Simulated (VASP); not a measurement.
# Si7PdC8 in VASP: single point with PBEsol+U

Aim: the single point of Si7PdC8 with PBEsol+U.

Everything below comes from runs of VASP 6.6.1. Logs are shortened: lines on timing, memory, paths and dates and some standing lists are left out, and cuts for length are marked.

## 1. The cell of the first run

The typed cell holds 16 atoms: a = 6.163 Å, b = 6.163 Å, c = 6.163 Å, α = 60.00°, β = 60.00°, γ = 60.00°.

## 2. Single point, PBEsol+U

The input, INCAR:

```
ALGO = Normal ; EDIFF = 1E-6
ENCUT = 700 ; GGA = PS
GGA_COMPAT = False ; ISIF = 2
ISMEAR = 0 ; LASPH = True
LCHARG = False ; LDAU = True
LDAUJ = 0 0 0 ; LDAUL = 2 -1 -1
LDAUPRINT = 1 ; LDAUTYPE = 2
LDAUU = 2 0 0 ; LMAXMIX = 4
LREAL = Auto ; LWAVE = False
NBANDS = 53 ; NELM = 200
PREC = Accurate ; SIGMA = 0.05
```

The input, KPOINTS:

```
k-points
0
Gamma
  3 3 3
```

The input, POSCAR:

```
Si7PdC8
1.0
    0.0000000000      4.3580000000      4.3580000000
    4.3580000000      0.0000000000      4.3580000000
    4.3580000000      4.3580000000      0.0000000000
Pd Si C
1 7 8
Direct
    0.9985120068      0.0014817106      0.0001348684
    0.9959776440      0.9993993439      0.5023713880
    0.9960239966      0.5039575895      0.9977614746
    0.9960195893      0.5039464916      0.5023744001
    0.5006153515      0.9994179348      0.9977393167
    0.5005922752      0.9994411165      0.5022896129
    0.5006409381      0.5039571230      0.9977444199
    0.4982886190      0.5017127018      0.5000509255
    0.1331292654      0.1365160330      0.1348897383
    0.1330554484      0.1364773051      0.5957024134
    0.1331867839      0.5970788001      0.1349118402
    0.1239869420      0.6264598039      0.6248269315
    0.5940531588      0.1364707605      0.1347536752
    0.6230374944      0.1274138327      0.6248083382
    0.6230746445      0.6264712122      0.1257393475
    0.6230697129      0.6264859288      0.6248020359
```

Potentials or basis: VASP PAW PBE potentials, release 64 (Pd_sv_GW, Si, C).

Command:

```sh
> cat potpaw_PBE.64/Pd_sv_GW/POTCAR potpaw_PBE.64/Si/POTCAR potpaw_PBE.64/C/POTCAR > POTCAR
> mpirun -np 1 vasp_std > vasp.out
```

OUTCAR:

```text
EDIFF = 1E-6
   ENCUT = 700
   GGA = PS
   ISIF = 2
   ISMEAR = 0
   LASPH = True
   LREAL = Auto
   NELM = 200
   PREC = Accurate

 ion  position               nearest neighbor table
   1  0.999  0.001  0.000-  11 2.04   9 2.04  10 2.04  13 2.04
   2  0.996  0.999  0.502-  10 1.86   9 1.86  12 1.88  14 1.88   5 3.05   6 3.05   3 3.05   4 3.05
                             8 3.08   8 3.08   4 3.11   3 3.11   6 3.11   5 3.11
   3  0.996  0.504  0.998-   9 1.86  11 1.86  12 1.88  15 1.88   7 3.05   4 3.05   2 3.05   5 3.05
                             8 3.08   8 3.08   5 3.11   2 3.11   4 3.11   7 3.11
   4  0.996  0.504  0.502-  10 1.86  11 1.86  12 1.88  16 1.88   7 3.05   3 3.05   2 3.05   6 3.05
                             8 3.08   8 3.08   6 3.11   2 3.11   3 3.11   7 3.11
   5  0.501  0.999  0.998-   9 1.86  13 1.86  14 1.88  15 1.88   2 3.05   3 3.05   7 3.05   6 3.05
                             8 3.08   8 3.08   6 3.11   7 3.11   3 3.11   2 3.11
   6  0.501  0.999  0.502-  13 1.86  10 1.86  14 1.88  16 1.88   2 3.05   5 3.05   4 3.05   7 3.05
                             8 3.08   8 3.08   7 3.11   4 3.11   5 3.11   2 3.11
   7  0.501  0.504  0.998-  11 1.86  13 1.86  16 1.88  15 1.88   4 3.05   3 3.05   5 3.05   6 3.05
                             8 3.08   8 3.08   6 3.11   5 3.11   3 3.11   4 3.11
   8  0.498  0.502  0.500-  14 1.88  12 1.88  16 1.88  15 1.88   3 3.08   4 3.08   5 3.08   7 3.08
                             2 3.08   6 3.08   6 3.08   2 3.08   7 3.08   5 3.08   4 3.08   3 3.08
   9  0.133  0.137  0.135-   3 1.86   2 1.86   5 1.86   1 2.04
  10  0.133  0.136  0.596-   4 1.86   2 1.86   6 1.86   1 2.04
  11  0.133  0.597  0.135-   3 1.86   7 1.86   4 1.86   1 2.04
  12  0.124  0.626  0.625-   4 1.88   3 1.88   2 1.88   8 1.88
  13  0.594  0.136  0.135-   7 1.86   5 1.86   6 1.86   1 2.04
  14  0.623  0.127  0.625-   5 1.88   6 1.88   2 1.88   8 1.88
  15  0.623  0.626  0.126-   7 1.88   5 1.88   3 1.88   8 1.88
  16  0.623  0.626  0.625-   7 1.88   4 1.88   6 1.88   8 1.88

  LATTYP: Found a face centered cubic cell.
 ALAT       =     8.7160000000

  Lattice vectors:

 A1 = (   0.0000000000,   4.3580000000,   4.3580000000)
 A2 = (   4.3580000000,   0.0000000000,   4.3580000000)
 A3 = (   4.3580000000,   4.3580000000,   0.0000000000)

[... 209 lines left out ...]
  o =  0.6910  v =  0.0000  0.0000  0.0000  0.0000  0.0000 -0.7359  0.6546 -0.0003 -0.1730  0.0001      0.0000  0.0000  0.0000  0.0000  0.0000  0.0000  0.0000  0.0000  0.0000  0.0000
  o =  0.6913  v = -0.0992 -0.3570 -0.0006 -0.9288 -0.0013  0.0000  0.0000  0.0000  0.0000  0.0000      0.0000  0.0000  0.0000  0.0000  0.0000  0.0000  0.0000  0.0000  0.0000  0.0000
  o =  0.6913  v =  0.0000  0.0000  0.0000  0.0000  0.0000 -0.0992 -0.3570 -0.0006 -0.9288 -0.0013      0.0000  0.0000  0.0000  0.0000  0.0000  0.0000  0.0000  0.0000  0.0000  0.0000
  o =  0.6915  v =  0.6698  0.6663 -0.0004 -0.3277 -0.0001  0.0000  0.0000  0.0000  0.0000  0.0000      0.0000  0.0000  0.0000  0.0000  0.0000  0.0000  0.0000  0.0000  0.0000  0.0000
  o =  0.6915  v =  0.0000  0.0000  0.0000  0.0000  0.0000  0.6698  0.6663 -0.0004 -0.3277 -0.0001      0.0000  0.0000  0.0000  0.0000  0.0000  0.0000  0.0000  0.0000  0.0000  0.0000
  o =  0.8325  v = -0.0000  0.0003  0.9954 -0.0006 -0.0957  0.0000  0.0000  0.0000  0.0000  0.0000      0.0000  0.0000  0.0000  0.0000  0.0000  0.0000  0.0000  0.0000  0.0000  0.0000
  o =  0.8325  v =  0.0000  0.0000  0.0000  0.0000  0.0000 -0.0000  0.0003  0.9954 -0.0006 -0.0957      0.0000  0.0000  0.0000  0.0000  0.0000  0.0000  0.0000  0.0000  0.0000  0.0000
  o =  0.8325  v =  0.0000  0.0000  0.0000  0.0000  0.0000  0.0000  0.0004 -0.0957  0.0013 -0.9954      0.0000  0.0000  0.0000  0.0000  0.0000  0.0000  0.0000  0.0000  0.0000  0.0000
  o =  0.8325  v =  0.0000  0.0004 -0.0957  0.0013 -0.9954  0.0000  0.0000  0.0000  0.0000  0.0000      0.0000  0.0000  0.0000  0.0000  0.0000  0.0000  0.0000  0.0000  0.0000  0.0000

 number of electron      77.9999997 magnetization

 Free energy of the ion-electron system (eV)
  ---------------------------------------------------
  ext. energy  EPLUGINS =         0.00000000
  ---------------------------------------------------
  free energy    TOTEN  =      -119.55281213 eV

  energy without entropy =     -119.54799490  energy(sigma->0) =     -119.55040352

 E-fermi :   8.9222     XC(G=0): -11.7533

 val. band max:        8.7268229786   @ k =   0.3333   0.3333   0.0000
 cond. band min:       8.9698931259   @ k =  -0.3333   0.3333  -0.3333
 fundamental gap:      0.2430701473
 Fermi energy:         8.9221549366

 k-point     1 :       0.0000    0.0000    0.0000
  band No.  band energies     occupation
      1     -76.0427      2.00000
      2     -41.8367      2.00000
      3     -41.8365      2.00000
      4     -41.8365      2.00000
      5      -7.2839      2.00000
      6      -3.8952      2.00000
[... 745 lines left out ...]
     50      15.5472      0.00000
     51      15.7536      0.00000
 [bands above 51 left out]

------------------------ aborting loop because EDIFF is reached ----------------------------------------

  FORCE on cell =-STRESS in cart. coord.  units (eV):
  Direction    XX          YY          ZZ          XY          YZ          ZX
  --------------------------------------------------------------------------------------
  -------------------------------------------------------------------------------------
  Total        7.6370896      7.6376260      7.6252828     -0.0064987     -0.0073571      0.0200290
  in kB       73.9174195     73.9226104     73.8031440     -0.0628994     -0.0712072      0.1938552
  external PRESSURE =      73.8810580 kB  Pullay stress =       0.0000000 kB

 VOLUME and BASIS-vectors are now :
 -----------------------------------------------------------------------------
  energy-cutoff  :      700.00
  volume of cell :      165.54
      direct lattice vectors                 reciprocal lattice vectors
     0.000000000  4.358000000  4.358000000    -0.114731528  0.114731528  0.114731528
     4.358000000  0.000000000  4.358000000     0.114731528 -0.114731528  0.114731528
     4.358000000  4.358000000  0.000000000     0.114731528  0.114731528 -0.114731528

 POSITION                                       TOTAL-FORCE (eV/Angst)
 -----------------------------------------------------------------------------------
      0.00705      4.35210      4.35797         0.000627     -0.003713     -0.000821
      6.54472      6.52981      8.69585         0.001318     -0.001056      0.025553
      6.54449      8.68892      6.53692         0.000354      0.020650     -0.000369
      4.38555      6.53000      6.53685        -0.022550     -0.000837     -0.001186
      8.70361      6.52983      6.53715         0.024409     -0.000775      0.000026
      6.54454      4.37056      6.53715         0.001170     -0.023940     -0.001289
[... 8 lines left out ...]
      3.27813      3.26333      5.44552        -0.007478     -0.005454      0.006397
      5.45311      5.43823      5.44556         0.005508      0.007159      0.006695
 -----------------------------------------------------------------------------------
    total drift:                                0.009614     -0.008657      0.003386

  FREE ENERGIE OF THE ION-ELECTRON SYSTEM (eV)
  ---------------------------------------------------
  free  energy   TOTEN  =      -119.5528121333 eV

  energy  without entropy=     -119.5479948988  energy(sigma->0) =     -119.55040352
```

OSZICAR:

```text
N       E                     dE             d eps       ncg     rms          rms(c)
DAV:   1     0.595505010934E+03    0.59551E+03   -0.43762E+04  1484   0.180E+03
DAV:   2    -0.650820555540E+02   -0.66059E+03   -0.61398E+03  1768   0.450E+02
DAV:   3    -0.141116921911E+03   -0.76035E+02   -0.73773E+02  2448   0.145E+02
[... 10 lines left out ...]
DAV:  14    -0.119553634414E+03    0.30720E-02   -0.26337E-03  2352   0.792E-01    0.274E-01
DAV:  15    -0.119552768477E+03    0.86594E-03   -0.32202E-03  2632   0.695E-01    0.545E-02
DAV:  16    -0.119552861704E+03   -0.93227E-04   -0.48771E-04  2312   0.191E-01    0.402E-02
DAV:  17    -0.119552816610E+03    0.45093E-04   -0.33185E-05  2424   0.113E-01    0.202E-02
DAV:  18    -0.119552812096E+03    0.45143E-05   -0.50822E-05  2544   0.824E-02    0.993E-03
DAV:  19    -0.119552812133E+03   -0.37297E-07   -0.80109E-06  1880   0.251E-02
   1 F= -.11955281E+03 E0= -.11955040E+03  d E =-.481723E-02
```

Wall time 13 min (1 thread of Intel Xeon Platinum 8259CL at 2.50GHz (Skylake/Cascade Lake), shared host); peak memory 0.45 GiB.

Results:

- Free energy: -119.5528 eV
- Pressure: 7.4 GPa
- Largest force: 0.202 eV/Å
- Band gap on the k mesh: zero (bands 39 and 40 overlap by 0.31 eV)

Forces in eV/Å, atoms in the order of the input:
```
Pd   0.001 -0.004 -0.001
Si   0.001 -0.001  0.026
Si   0.000  0.021  0.000
Si  -0.023 -0.001 -0.001
Si   0.024 -0.001  0.000
Si   0.001 -0.024 -0.001
Si   0.000  0.000 -0.022
Si   0.001 -0.001  0.001
C   -0.118 -0.114 -0.118
C    0.114  0.119 -0.115
C    0.118 -0.116  0.117
C    0.006 -0.006 -0.006
C   -0.116  0.119  0.114
C   -0.008  0.008 -0.006
C   -0.007 -0.005  0.006
C    0.006  0.007  0.007
```

Levels at points of the mesh, in eV from the Fermi level:
```
           k point  band 36  band 37  band 38  band 39  band 40  band 41  band 42  band 43
(0.00, 0.00, 0.00)    -1.42    -1.42    -1.42     0.36     0.36     0.36     2.36     2.36
```

Eigenvalues of the final occupation matrices:
```tsv
site	spin	trace	eigenvalues
site 1 d	1	3.74	0.69 0.69 0.69 0.83 0.83
site 1 d	2	3.74	0.69 0.69 0.69 0.83 0.83
```

Caveat: the k points lie up to 0.42 Å⁻¹ apart; the PAW data sets were made with another functional, which shifts forces and pressure a little; U without spin polarisation on a metal has little footing; the U is typed as a test and isn't derived for this compound.

The gap in the log of VASP goes by the Fermi energy; the results here count the filled bands.